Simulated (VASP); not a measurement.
# Se3Br (I4/mmm) in VASP: further runs, part 3 of 3

VASP 6.6.1. Earlier steps stand in the parts before.

**5. Single point, PBE**

INCAR reads:

```
SYSTEM = Se3Br
PREC = Accurate
ENCUT = 520
EDIFF = 1E-6
ISMEAR = 0
SIGMA = 0.1
LREAL = .False.
LASPH = .True.
NELM = 100
ALGO = Normal
ISIF = 2
LWAVE = .False.
LCHARG = .True.
GGA = PE
LELF = .True.
LVHAR = .True.
NBANDS = 20
```

KPOINTS reads:

```
regular mesh
0
Gamma
  8 8 8
  0 0 0
```

POSCAR reads:

```
Se3Br
1.0
   -1.9012420000      1.9012420000      8.4819000000
    1.9012420000     -1.9012420000      8.4819000000
    1.9012420000      1.9012420000     -8.4819000000
Se Br
3 1
Direct
    0.2500000000      0.7500000000      0.5000000000
    0.7500000000      0.2500000000      0.5000000000
    0.5000000000      0.5000000000      0.0000000000
    0.0000000000      0.0000000000      0.0000000000
```

Potentials or basis: VASP PAW PBE potentials, release 64 (Se, Br).

On the command line:

```sh
$ cat potpaw_PBE.64/Se/POTCAR potpaw_PBE.64/Br/POTCAR > POTCAR
$ mpirun -np 1 vasp_std > vasp.out
```

OUTCAR:

```text
SYSTEM = Se3Br
   PREC = Accurate
   ENCUT = 520
   EDIFF = 1E-6
   ISMEAR = 0
   LREAL = .False.
   LASPH = .True.
   NELM = 100
   ISIF = 2
   GGA = PE

 ion  position               nearest neighbor table
   1  0.250  0.750  0.500-   2 2.69   2 2.69   2 2.69   2 2.69
   2  0.750  0.250  0.500-   1 2.69   1 2.69   1 2.69   1 2.69
   3  0.500  0.500  0.000-   4 2.69   4 2.69   4 2.69   4 2.69
   4  0.000  0.000  0.000-   3 2.69   3 2.69   3 2.69   3 2.69

  LATTYP: Found a body centered tetragonal cell.
 ALAT       =     3.8024840000
 C/A-ratio  =     4.4612416515

  Lattice vectors:

 A1 = (  -1.9012420000,   1.9012420000,   8.4819000000)
 A2 = (   1.9012420000,  -1.9012420000,   8.4819000000)
 A3 = (   1.9012420000,   1.9012420000,  -8.4819000000)

Analysis of symmetry for initial positions (statically):
=====================================================================
 Subroutine PRICEL returns:
 Original cell was already a primitive cell.

 Routine SETGRP: Setting up the symmetry group for a
 body centered tetragonal supercell.

 Subroutine GETGRP returns: Found 16 space group operations
 (whereof 16 operations were pure point group operations)
 out of a pool of 16 trial point group operations.

The static configuration has the point symmetry D_4h.

Analysis of symmetry for dynamics (positions and initial velocities):
=====================================================================
 Subroutine PRICEL returns:
 Original cell was already a primitive cell.

 Routine SETGRP: Setting up the symmetry group for a
 body centered tetragonal supercell.

 Subroutine GETGRP returns: Found 16 space group operations
 (whereof 16 operations were pure point group operations)
 out of a pool of 16 trial point group operations.

The dynamic configuration has the point symmetry D_4h.

 Subroutine INISYM returns: Found 16 space group operations
 (whereof 16 operations are pure point group operations),
 and found     1 'primitive' translations

----------------------------------------------------------------------------------------

                                     Primitive cell

  volume of cell :     122.6388

  direct lattice vectors                    reciprocal lattice vectors
    -1.901242000  1.901242000  8.481900000     0.000000000  0.262985985  0.058949056
     1.901242000 -1.901242000  8.481900000     0.262985985  0.000000000  0.058949056
     1.901242000  1.901242000 -8.481900000     0.262985985  0.262985985  0.000000000

  length of vectors
     8.897868840  8.897868840  8.897868840     0.269511817  0.269511817  0.371918347

  position of ions in fractional coordinates (direct lattice)
     0.250000000  0.750000000  0.500000000
     0.750000000  0.250000000  0.500000000
     0.500000000  0.500000000  0.000000000
     0.000000000  0.000000000  0.000000000

  ion indices of the primitive-cell ions
   primitive index   ion index
                 1           1
                 2           2
                 3           3
                 4           4

----------------------------------------------------------------------------------------

 KPOINTS: regular mesh

Automatic generation of k-mesh.
 Grid dimensions read from file:
 generate k-points for:    8    8    8

 Generating k-lattice:

  Cartesian coordinates                     Fractional coordinates (reciprocal lattice)
     0.000000000  0.032873248  0.007368632     0.125000000  0.000000000  0.000000000
     0.032873248  0.000000000  0.007368632     0.000000000  0.125000000  0.000000000
     0.032873248  0.032873248  0.000000000     0.000000000  0.000000000  0.125000000

  Length of vectors
     0.033688977  0.033688977  0.046489793

  Shift w.r.t. Gamma in fractional coordinates (k-lattice)
     0.000000000  0.000000000  0.000000000

 Subroutine IBZKPT returns following result:
 ===========================================

 Found     59 irreducible k-points:

 Following reciprocal coordinates:
            Coordinates               Weight
  0.000000  0.000000  0.000000      1.000000
  0.125000 -0.000000  0.000000      8.000000
  0.250000 -0.000000  0.000000      8.000000
  0.375000 -0.000000  0.000000      8.000000
  0.500000 -0.000000  0.000000      4.000000
  0.125000  0.125000  0.000000      8.000000
[... 16 lines left out ...]
  0.250000  0.125000  0.125000     16.000000
  0.375000  0.125000  0.125000      8.000000
 [... further k-points ...]
   k-points           NKPTS =     59   k-points in BZ     NKDIM =     59   number of bands    NBANDS=     20
   number of dos      NEDOS =    301   number of ions     NIONS =      4
   total plane-waves  NPLWV = 343000
   dimension x,y,z NGX =    70 NGY =   70 NGZ =   70
   dimension x,y,z NGXF=   140 NGYF=  140 NGZF=  140
   ions per type =               3   1
   NGX,Y,Z   is equivalent  to a cutoff of  13.08, 13.08, 13.08 a.u.
   NGXF,Y,Z  is equivalent  to a cutoff of  26.16, 26.16, 26.16 a.u.
 SYSTEM =  Se3Br
   PREC   = accura    normal or accurate (medium, high low for compatibility)
   ISTART =      0    job   : 0-new  1-cont  2-samecut
   ICHARG =      2    charge: 1-file 2-atom 10-const
   ISPIN  =      1    spin polarized calculation?
   LNONCOLLINEAR =      F non collinear calculations
   LSORBIT =      F    spin-orbit coupling
   LASPH  =      T    aspherical Exc in radial PAW
   ENCUT  =  520.0 eV  38.22 Ry    6.18 a.u.  16.54 16.54 16.54*2*pi/ulx,y,z
   NELM   =    100;   NELMIN=  2; NELMDL= -5     # of ELM steps
   EDIFF  = 0.1E-05   stopping-criterion for ELM
   LREAL  =      F    real-space projection
   EDIFFG = 0.1E-04   stopping-criterion for IOM
   NSW    =      0    number of steps for IOM
   IBRION =     -1    ionic relax: 0-MD 1-quasi-New 2-CG
   NFREE  =      0    steps in history (QN), initial steepest desc. (CG)
   ISIF   =      2    stress and relaxation
   ISYM   =      2    0-nonsym 1-usesym 2-fastsym
   POTIM  = 0.5000    time-step for ionic-motion
   TEBEG  =    0.0;   TEEND  =   0.0 temperature during run
   PSTRESS=    0.0 pullay stress
   NELECT =      25.0000    total number of electrons
   NUPDOWN=      -1.0000    fix difference up-down
   EMIN   =  10.00;   EMAX   =-10.00  energy-range for DOS
   EFERMI =   0.00;   METHOD = LEGACY
   ISMEAR =     0;   SIGMA  =   0.10  broadening in eV -4-tet -1-fermi 0-gaus
   EFERMI_NEDOS =   21; number of points for ismear=-14 and -15
   IALGO  =     38    algorithm
   IMIX   =      4    mixing-type and parameters
     AMIX     =   0.40;   BMIX     =  1.00
     AMIX_MAG =   1.60;   BMIX_MAG =  1.00
  volume/ion in A,a.u.               =      30.66       206.90
  Fermi-wavevector in a.u.,A,eV,Ry     =   0.963486  1.820725 12.630367  0.928306
  Thomas-Fermi vector in A             =   2.093036
   LORBIT       =      0    0 simple, 1 ext, 2 COOP (PROOUT), +10 PAW based schemes
   GGA     = PE    functional components
   LHFCALC =     F    Hartree Fock is set to
   AEXX    =    0.0000 exact exchange contribution
   IVDW    =     0    specifies the selected vdW correction
   LEPSILON=     F    determine dielectric tensor
   LRPA    =     F    only Hartree local field effects (RPA)
 non-spin polarized calculation
 Gauss-broadening in eV      SIGMA  =   0.10
  energy-cutoff  :      520.00
  volume of cell :      122.64
 maximum number of plane-waves:      3319
 NGX is ok and might be reduce to    70
   NGX = 33   NGY = 33   NGZ = 33

 number of electron      25.0000002 magnetization

 Free energy of the ion-electron system (eV)
  ---------------------------------------------------
  ext. energy  EPLUGINS =         0.00000000
  ---------------------------------------------------
  free energy    TOTEN  =       -10.97161521 eV

  energy without entropy =      -10.95763967  energy(sigma->0) =      -10.96462744

 E-fermi :   1.4932     XC(G=0):  -8.2168

 val. band max:        1.4789265040   @ k =  -0.1250   0.2500   0.1250
 cond. band min:       1.5076506496   @ k =   0.5000   0.1250   0.0000
 fundamental gap:      0.0287241457
 Fermi energy:         1.4932068988

 k-point     1 :       0.0000    0.0000    0.0000
  band No.  band energies     occupation
      1     -15.3958      2.00000
      2     -13.4429      2.00000
      3      -9.4776      2.00000
      4      -7.9161      2.00000
      5      -3.5085      2.00000
      6      -3.5085      2.00000
[... 541 lines left out ...]
     19       8.6149      0.00000
     20       8.7706      0.00000

 [... further k-points ...]

------------------------ aborting loop because EDIFF is reached ----------------------------------------

  FORCE on cell =-STRESS in cart. coord.  units (eV):
  Direction    XX          YY          ZZ          XY          YZ          ZX
  --------------------------------------------------------------------------------------
  -------------------------------------------------------------------------------------
  Total        0.1569100      0.1569100      0.1209234      0.0000000      0.0000000      0.0000000
  in kB        2.0499034      2.0499034      1.5797667      0.0000000      0.0000000      0.0000000
  external PRESSURE =       1.8931912 kB  Pullay stress =       0.0000000 kB

 VOLUME and BASIS-vectors are now :
 -----------------------------------------------------------------------------
  energy-cutoff  :      520.00
  volume of cell :      122.64
      direct lattice vectors                 reciprocal lattice vectors
    -1.901242000  1.901242000  8.481900000     0.000000000  0.262985985  0.058949056
     1.901242000 -1.901242000  8.481900000     0.262985985  0.000000000  0.058949056
     1.901242000  1.901242000 -8.481900000     0.262985985  0.262985985  0.000000000

 POSITION                                       TOTAL-FORCE (eV/Angst)
 -----------------------------------------------------------------------------------
      1.90124     -0.00000      4.24095        -0.000000      0.000000      0.000000
     -0.00000      1.90124      4.24095         0.000000     -0.000000     -0.000000
      0.00000      0.00000      8.48190        -0.000000     -0.000000     -0.000000
      0.00000      0.00000      0.00000        -0.000000     -0.000000     -0.000000
 -----------------------------------------------------------------------------------
    total drift:                               -0.000000     -0.000000     -0.000000

  FREE ENERGIE OF THE ION-ELECTRON SYSTEM (eV)
  ---------------------------------------------------
  free  energy   TOTEN  =       -10.9716152074 eV

  energy  without entropy=      -10.9576396733  energy(sigma->0) =      -10.96462744
```

OSZICAR:

```text
N       E                     dE             d eps       ncg     rms          rms(c)
DAV:   1     0.132007365237E+03    0.13201E+03   -0.98110E+03  2360   0.101E+03
DAV:   2    -0.116656708103E+01   -0.13317E+03   -0.12883E+03  3292   0.175E+02
DAV:   3    -0.110342885224E+02   -0.98677E+01   -0.97615E+01  2944   0.511E+01
DAV:   4    -0.111465895002E+02   -0.11230E+00   -0.11222E+00  2800   0.624E+00
DAV:   5    -0.111475622844E+02   -0.97278E-03   -0.97272E-03  2932   0.588E-01    0.102E+01
DAV:   6    -0.110038289306E+02    0.14373E+00   -0.12308E-01  2692   0.181E+00    0.716E+00
DAV:   7    -0.110041315604E+02   -0.30263E-03   -0.20173E-01  2628   0.217E+00    0.969E-01
DAV:   8    -0.109748406348E+02    0.29291E-01   -0.37259E-02  2720   0.883E-01    0.414E-01
DAV:   9    -0.109716109298E+02    0.32297E-02   -0.71234E-03  2560   0.384E-01    0.158E-01
DAV:  10    -0.109716076693E+02    0.32604E-05   -0.40035E-04  2804   0.112E-01    0.309E-02
DAV:  11    -0.109716094321E+02   -0.17628E-05   -0.37609E-05  2656   0.320E-02    0.116E-02
DAV:  12    -0.109716194169E+02   -0.99848E-05   -0.15129E-05  2688   0.220E-02    0.101E-02
DAV:  13    -0.109716155114E+02    0.39055E-05   -0.39950E-06  2208   0.105E-02    0.380E-03
DAV:  14    -0.109716152074E+02    0.30395E-06   -0.48795E-07  1692   0.377E-03
   1 F= -.10971615E+02 E0= -.10964627E+02  d E =-.139755E-01
```

stdout:

```text
POSCAR found type information on POSCAR SeBr
 POSCAR found :  2 types and       4 ions
 scaLAPACK will be used
 LDA part: xc-table for (Slater+PW92), standard interpolation
 POSCAR, INCAR and KPOINTS ok, starting setup
 FFT: planning ... GRIDC
 FFT: planning ... GRID_SOFT
 FFT: planning ... GRID
 WAVECAR not read
 entering main loop
```

Wall time 4.9 min (1 thread of Intel Xeon 6975P-C (Granite Rapids), shared host); peak memory 0.72 GiB.

Results:

```
Free energy            : -10.9716 eV
Pressure               : 0.2 GPa
Band gap on the k mesh : zero (an odd number of electrons rules out a gap without spin polarisation)
```

Caveat: an odd number of electrons without spin polarisation forces a metal; a magnetic or distorted state may lie lower.

**6. Summary**

| smearing | gap on the mesh (eV) | pressure (GPa) |
| --- | --- | --- |
| gaussian 0.1 eV | none | 0.2 |
| gaussian 0.01 eV | none | 0.1 |
| gaussian 0.05 eV | none | 0.2 |

Alike in all rows: task single point; level PBE; potentials or basis VASP PAW PBE potentials, release 64 (Se, Br); no spin polarisation; cell as given; k mesh 8 × 8 × 8; cutoff (eV) 520.

Caveats: an odd number of electrons without spin polarisation forces a metal; a magnetic or distorted state may lie lower.

Total energies depend on the potentials used, so only differences within one code and one set of settings carry meaning.
